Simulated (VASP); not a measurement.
# HPd16S in VASP: a series of runs

Runs on HPd16S. Level: LDA. Tasks: single point.

All numbers are computed with VASP 6.6.1; they aren't measurements. Logs are shortened: lines on timing, memory, paths and dates and some standing lists are left out, and cuts for length are marked.

## (1) The cell of the first run

The cell holds a slab with vacuum, 18 atoms: a = 5.501 Å, b = 5.501 Å, c = 19.835 Å, α = 90.00°, β = 90.00°, γ = 90.00°.

## (2) Single point, LDA

Input file INCAR:

```
SYSTEM = HPd16S
ALGO = Normal ; EDIFF = 1E-6
ENCUT = 520 ; GGA = CA
ISIF = 2 ; ISMEAR = -1
LASPH = .TRUE. ; LCHARG = .FALSE.
LREAL = Auto ; LWAVE = .FALSE.
NBANDS = 98 ; NELM = 80
PREC = Accurate ; SIGMA = 0.002
```

Input file KPOINTS:

```
k-points
0
G
  3 3 1
  0 0 0
```

Input file POSCAR:

```
HPd16S
1.0
    5.5012910000      0.0000000000      0.0000000000
    0.0000000000      5.5012910000      0.0000000000
    0.0000000000      0.0000000000     19.8350000000
Pd S H
16 1 1
Direct
    0.2499958646      0.2499958646      0.0504159314
    0.7500057714      0.2499958646      0.0504159314
    0.2499958646      0.7500057714      0.0504159314
    0.7500057714      0.7500057714      0.0504159314
    0.0000000000      0.0000000000      0.1484648349
    0.4999917292      0.0000000000      0.1484648349
    0.0000000000      0.4999917292      0.1484648349
    0.5000099068      0.4999917292      0.1484698765
    0.2499958646      0.2499958646      0.2465439879
    0.7499875938      0.2499958646      0.2465389463
    0.2499958646      0.7500057714      0.2465389463
    0.7499875938      0.7500057714      0.2465439879
    0.0000000000      0.0000000000      0.3445122259
    0.4999917292      0.0000000000      0.3445223090
    0.0000000000      0.4999917292      0.3445122259
    0.4999917292      0.4999917292      0.3445223090
    0.4826139901      0.2597572097      0.5500226872
    0.3485181933      0.1544546544      0.6003277036
```

Potentials or basis: VASP PAW LDA potentials, release 64 (Pd, S, H).

On the command line:

```sh
$ cat potpaw_LDA.64/Pd/POTCAR potpaw_LDA.64/S/POTCAR potpaw_LDA.64/H/POTCAR > POTCAR
$ mpirun -np 1 vasp_std > vasp.out
```

OUTCAR:

```text
SYSTEM = HPd16S
   EDIFF = 1E-6
   ENCUT = 520
   GGA = CA
   ISIF = 2
   ISMEAR = -1
   LASPH = .TRUE.
   LREAL = Auto
   NELM = 80
   PREC = Accurate

 ion  position               nearest neighbor table
   1  0.250  0.250  0.050-   6 2.75   7 2.75   5 2.75   3 2.75   2 2.75   8 2.75   2 2.75   3 2.75

   2  0.750  0.250  0.050-   7 2.75   5 2.75   6 2.75   8 2.75   1 2.75   4 2.75   4 2.75   1 2.75

   3  0.250  0.750  0.050-   6 2.75   5 2.75   7 2.75   4 2.75   1 2.75   8 2.75   4 2.75   1 2.75

   4  0.750  0.750  0.050-   5 2.75   6 2.75   7 2.75   3 2.75   2 2.75   8 2.75   2 2.75   3 2.75

   5  0.000  0.000  0.148-   4 2.75   3 2.75   2 2.75   1 2.75   6 2.75   7 2.75   7 2.75   6 2.75
                            11 2.75  10 2.75   9 2.75  12 2.75
   6  0.500  0.000  0.148-   3 2.75   1 2.75   4 2.75   2 2.75   5 2.75   8 2.75   5 2.75   8 2.75
                            11 2.75  10 2.75  12 2.75   9 2.75
   7  0.000  0.500  0.148-   2 2.75   1 2.75   4 2.75   3 2.75   8 2.75   5 2.75   5 2.75   8 2.75
                            10 2.75  11 2.75   9 2.75  12 2.75
   8  0.500  0.500  0.148-   2 2.75   7 2.75   6 2.75   1 2.75   4 2.75   3 2.75   6 2.75   7 2.75
                            10 2.75  12 2.75  11 2.75   9 2.75
   9  0.250  0.250  0.247-  15 2.75  13 2.75  16 2.75  14 2.75  11 2.75  10 2.75  10 2.75  11 2.75
                             8 2.75   6 2.75   7 2.75   5 2.75
  10  0.750  0.250  0.247-  15 2.75  13 2.75  16 2.75  14 2.75  12 2.75   9 2.75   9 2.75  12 2.75
                             8 2.75   6 2.75   7 2.75   5 2.75
  11  0.250  0.750  0.247-  13 2.75  15 2.75  14 2.75  16 2.75   9 2.75  12 2.75  12 2.75   9 2.75
                             6 2.75   5 2.75   8 2.75   7 2.75
  12  0.750  0.750  0.247-  13 2.75  15 2.75  14 2.75  16 2.75  10 2.75  11 2.75  11 2.75  10 2.75
                             8 2.75   6 2.75   5 2.75   7 2.75
  13  0.000  0.000  0.345-   9 2.75  12 2.75  11 2.75  10 2.75  15 2.75  14 2.75  15 2.75  14 2.75

  14  0.500  0.000  0.345-  12 2.75   9 2.75  11 2.75  10 2.75  16 2.75  13 2.75  16 2.75  13 2.75

  15  0.000  0.500  0.345-   9 2.75  12 2.75  10 2.75  11 2.75  13 2.75  16 2.75  13 2.75  16 2.75

  16  0.500  0.500  0.345-   9 2.75  12 2.75  10 2.75  11 2.75  14 2.75  15 2.75  14 2.75  15 2.75

  17  0.483  0.260  0.550-  18 1.37
  18  0.349  0.154  0.600-  17 1.37

  LATTYP: Found a simple tetragonal cell.
 ALAT       =     5.5012910000
 C/A-ratio  =     3.6055173231

  Lattice vectors:

 A1 = (   5.5012910000,   0.0000000000,   0.0000000000)
 A2 = (   0.0000000000,   5.5012910000,   0.0000000000)
 A3 = (   0.0000000000,   0.0000000000,  19.8350000000)

Analysis of symmetry for initial positions (statically):
=====================================================================
 Subroutine PRICEL returns:
 Original cell was already a primitive cell.

 Routine SETGRP: Setting up the symmetry group for a
 simple tetragonal supercell.

 Subroutine GETGRP returns: Found  1 space group operations
 (whereof  1 operations were pure point group operations)
 out of a pool of 16 trial point group operations.

The static configuration has the point symmetry C_1 .

Analysis of symmetry for dynamics (positions and initial velocities):
=====================================================================
 Subroutine PRICEL returns:
 Original cell was already a primitive cell.

 Routine SETGRP: Setting up the symmetry group for a
 simple tetragonal supercell.

 Subroutine GETGRP returns: Found  1 space group operations
 (whereof  1 operations were pure point group operations)
 out of a pool of 16 trial point group operations.

The dynamic configuration has the point symmetry C_1 .

 Subroutine INISYM returns: Found  1 space group operations
 (whereof  1 operations are pure point group operations),
 and found     1 'primitive' translations

----------------------------------------------------------------------------------------

                                     Primitive cell

  volume of cell :     600.2905

  direct lattice vectors                    reciprocal lattice vectors
     5.501291000  0.000000000  0.000000000     0.181775514  0.000000000  0.000000000
     0.000000000  5.501291000  0.000000000     0.000000000  0.181775514  0.000000000
     0.000000000  0.000000000 19.835000000     0.000000000  0.000000000  0.050415931

  length of vectors
     5.501291000  5.501291000 19.835000000     0.181775514  0.181775514  0.050415931

  position of ions in fractional coordinates (direct lattice)
     0.249995865  0.249995865  0.050415931
     0.750005771  0.249995865  0.050415931
     0.249995865  0.750005771  0.050415931
     0.750005771  0.750005771  0.050415931
     0.000000000  0.000000000  0.148464835
     0.499991729  0.000000000  0.148464835
[... 10 lines left out ...]
     0.482613990  0.259757210  0.550022687
     0.348518193  0.154454654  0.600327704

  ion indices of the primitive-cell ions
   primitive index   ion index
                 1           1
                 2           2
                 3           3
                 4           4
                 5           5
                 6           6
[... 10 lines left out ...]
                17          17
                18          18

----------------------------------------------------------------------------------------

 KPOINTS: k-points

Automatic generation of k-mesh.
 Grid dimensions read from file:
 generate k-points for:    3    3    1

 Generating k-lattice:

  Cartesian coordinates                     Fractional coordinates (reciprocal lattice)
     0.060591838  0.000000000  0.000000000     0.333333333  0.000000000  0.000000000
     0.000000000  0.060591838  0.000000000     0.000000000  0.333333333  0.000000000
     0.000000000  0.000000000  0.050415931     0.000000000  0.000000000  1.000000000

  Length of vectors
     0.060591838  0.060591838  0.050415931

  Shift w.r.t. Gamma in fractional coordinates (k-lattice)
     0.000000000  0.000000000  0.000000000

 Subroutine IBZKPT returns following result:
 ===========================================

 Found      5 irreducible k-points:

 Following reciprocal coordinates:
            Coordinates               Weight
  0.000000  0.000000  0.000000      1.000000
  0.333333  0.000000  0.000000      2.000000
  0.000000  0.333333  0.000000      2.000000
  0.333333  0.333333  0.000000      2.000000
 -0.333333  0.333333  0.000000      2.000000
   k-points           NKPTS =      5   k-points in BZ     NKDIM =      5   number of bands    NBANDS=     98
   number of dos      NEDOS =    301   number of ions     NIONS =     18
   total plane-waves  NPLWV = 264600
   dimension x,y,z NGX =    42 NGY =   42 NGZ =  150
   dimension x,y,z NGXF=    84 NGYF=   84 NGZF=  300
   ions per type =              16   1   1
   NGX,Y,Z   is equivalent  to a cutoff of  12.69, 12.69, 12.57 a.u.
   NGXF,Y,Z  is equivalent  to a cutoff of  25.38, 25.38, 25.14 a.u.
 SYSTEM =  HPd16S
   PREC   = accura    normal or accurate (medium, high low for compatibility)
   ISTART =      0    job   : 0-new  1-cont  2-samecut
   ICHARG =      2    charge: 1-file 2-atom 10-const
   ISPIN  =      1    spin polarized calculation?
   LNONCOLLINEAR =      F non collinear calculations
   LSORBIT =      F    spin-orbit coupling
   LASPH  =      T    aspherical Exc in radial PAW
   ENCUT  =  520.0 eV  38.22 Ry    6.18 a.u.  10.23 10.23 36.88*2*pi/ulx,y,z
   NELM   =     80;   NELMIN=  2; NELMDL= -5     # of ELM steps
   EDIFF  = 0.1E-05   stopping-criterion for ELM
   LREAL  =      T    real-space projection
   EDIFFG = 0.1E-04   stopping-criterion for IOM
   NSW    =      0    number of steps for IOM
[... 5 lines left out ...]
   TEBEG  =    0.0;   TEEND  =   0.0 temperature during run
   PSTRESS=    0.0 pullay stress
   NELECT =     167.0000    total number of electrons
   NUPDOWN=      -1.0000    fix difference up-down
   EMIN   =  10.00;   EMAX   =-10.00  energy-range for DOS
   EFERMI =   0.00;   METHOD = LEGACY
   ISMEAR =    -1;   SIGMA  =   0.00  broadening in eV -4-tet -1-fermi 0-gaus
   EFERMI_NEDOS =   21; number of points for ismear=-14 and -15
   IALGO  =     38    algorithm
   IMIX   =      4    mixing-type and parameters
     AMIX     =   0.40;   BMIX     =  1.00
     AMIX_MAG =   1.60;   BMIX_MAG =  1.00
  volume/ion in A,a.u.               =      33.35       225.05
  Fermi-wavevector in a.u.,A,eV,Ry     =   1.068710  2.019569 15.539770  1.142141
  Thomas-Fermi vector in A             =   2.204367
   LORBIT       =      0    0 simple, 1 ext, 2 COOP (PROOUT), +10 PAW based schemes
   GGA     = CA    functional components
   LHFCALC =     F    Hartree Fock is set to
   AEXX    =    0.0000 exact exchange contribution
   IVDW    =     0    specifies the selected vdW correction
   LEPSILON=     F    determine dielectric tensor
   LRPA    =     F    only Hartree local field effects (RPA)
 non-spin polarized calculation
  energy-cutoff  :      520.00
  volume of cell :      600.29
 maximum number of plane-waves:     16164
 NGX is ok and might be reduce to    42
   NGX = 21   NGY = 21   NGZ = 73

 number of electron     167.0000062 magnetization

 Free energy of the ion-electron system (eV)
  ---------------------------------------------------
  ext. energy  EPLUGINS =         0.00000000
  ---------------------------------------------------
  free energy    TOTEN  =      -101.59317135 eV

  energy without entropy =     -101.58945067  energy(sigma->0) =     -101.59131101

 E-fermi :   0.4061     XC(G=0):  -7.0228

 val. band max:        0.4050301459   @ k =   0.0000   0.3333   0.0000
 cond. band min:       0.4061194084   @ k =   0.3333   0.3333   0.0000
 fundamental gap:      0.0010892625
 Fermi energy:         0.4060666031

 k-point     1 :       0.0000    0.0000    0.0000
  band No.  band energies     occupation
      1     -10.7407      2.00000
      2      -6.1452      2.00000
      3      -4.8176      2.00000
      4      -4.5660      2.00000
      5      -4.5623      2.00000
      6      -4.5120      2.00000
[... 87 lines left out ...]
     94       2.7687      0.00000
     95       2.7855      0.00000

 k-point     2 :       0.3333    0.0000    0.0000
  band No.  band energies     occupation
      1     -10.7366      2.00000
      2      -5.5513      2.00000
      3      -4.5808      2.00000
      4      -4.4722      2.00000
      5      -4.3785      2.00000
      6      -4.2121      2.00000
[... 87 lines left out ...]
     94       3.7458      0.00000
     95       3.7658      0.00000

 k-point     3 :       0.0000    0.3333    0.0000
  band No.  band energies     occupation
      1     -10.7369      2.00000
      2      -5.5512      2.00000
      3      -4.5807      2.00000
      4      -4.4705      2.00000
      5      -4.3782      2.00000
      6      -4.2120      2.00000
[... 87 lines left out ...]
     94       3.7463      0.00000
     95       3.7665      0.00000

 k-point     4 :       0.3333    0.3333    0.0000
  band No.  band energies     occupation
      1     -10.7329      2.00000
      2      -4.9798      2.00000
      3      -4.1308      2.00000
      4      -4.1304      2.00000
      5      -4.0254      2.00000
      6      -3.9414      2.00000
[... 87 lines left out ...]
     94       3.0660      0.00000
     95       3.0676      0.00000

 k-point     5 :      -0.3333    0.3333    0.0000
  band No.  band energies     occupation
      1     -10.7329      2.00000
      2      -4.9798      2.00000
      3      -4.1309      2.00000
      4      -4.1304      2.00000
      5      -4.0254      2.00000
      6      -3.9416      2.00000
[... 87 lines left out ...]
     94       3.0575      0.00000
     95       3.0728      0.00000
 [bands above 95 left out]

------------------------ aborting loop because EDIFF is reached ----------------------------------------

  FORCE on cell =-STRESS in cart. coord.  units (eV):
  Direction    XX          YY          ZZ          XY          YZ          ZX
  --------------------------------------------------------------------------------------
  -------------------------------------------------------------------------------------
  Total      -21.7520140    -22.1070421    -17.3503697     -0.0940604      0.0409602      0.1680996
  in kB      -58.0562011    -59.0037725    -46.3081973     -0.2510474      0.1093228      0.4486585
  external PRESSURE =     -54.4560570 kB  Pullay stress =       0.0000000 kB

 VOLUME and BASIS-vectors are now :
 -----------------------------------------------------------------------------
  energy-cutoff  :      520.00
  volume of cell :      600.29
      direct lattice vectors                 reciprocal lattice vectors
     5.501291000  0.000000000  0.000000000     0.181775514  0.000000000  0.000000000
     0.000000000  5.501291000  0.000000000     0.000000000  0.181775514  0.000000000
     0.000000000  0.000000000 19.835000000     0.000000000  0.000000000  0.050415931

 POSITION                                       TOTAL-FORCE (eV/Angst)
 -----------------------------------------------------------------------------------
      1.37530      1.37530      1.00000         0.000158      0.001207      0.664650
      4.12600      1.37530      1.00000        -0.011048      0.001749      0.671877
      1.37530      4.12600      1.00000         0.001871      0.003621      0.664645
      4.12600      4.12600      1.00000         0.001840     -0.002551      0.683325
      0.00000      0.00000      2.94480         0.007633     -0.000068     -0.071772
      2.75060      0.00000      2.94480        -0.001084      0.000454     -0.082827
[... 10 lines left out ...]
      2.65500      1.42900     10.90970        -0.082737     -0.117835     -0.034773
      1.91730      0.84970     11.90750         0.098689      0.106353     -0.343109
 -----------------------------------------------------------------------------------
    total drift:                                0.002582     -0.000701      0.005765

  FREE ENERGIE OF THE ION-ELECTRON SYSTEM (eV)
  ---------------------------------------------------
  free  energy   TOTEN  =      -101.5931713505 eV

  energy  without entropy=     -101.5894506675  energy(sigma->0) =     -101.59131101
```

Run time: 15 min. Hardware: 1 thread of Intel Xeon 6975P-C (Granite Rapids), shared host; peak memory 0.52 GiB.

What came out:

* Free energy: -101.5932 eV
* Largest force: 0.683 eV/Å
* Band gap on the k mesh: zero (an odd number of electrons rules out a gap without spin polarisation)

Forces in eV/Å, atoms in the order of the input:
```
Pd   0.000  0.001  0.665
Pd  -0.011  0.002  0.672
Pd   0.002  0.004  0.665
Pd   0.002 -0.003  0.683
Pd   0.008  0.000 -0.072
Pd  -0.001  0.000 -0.083
Pd   0.003 -0.004 -0.074
Pd   0.001 -0.003 -0.055
Pd   0.004 -0.004  0.063
Pd  -0.006 -0.003  0.052
Pd   0.005  0.008  0.052
Pd  -0.021  0.010  0.064
Pd   0.008  0.017 -0.612
Pd  -0.007  0.018 -0.511
Pd   0.013 -0.014 -0.590
Pd  -0.016 -0.018 -0.541
S   -0.083 -0.118 -0.035
H    0.099  0.106 -0.343
```

Caveat: the k points lie up to 0.38 Å⁻¹ apart, too coarse for converged energies and pressures of a metal; there is no dipole correction, which matters where the two faces differ.

[end of part 1 of 2]
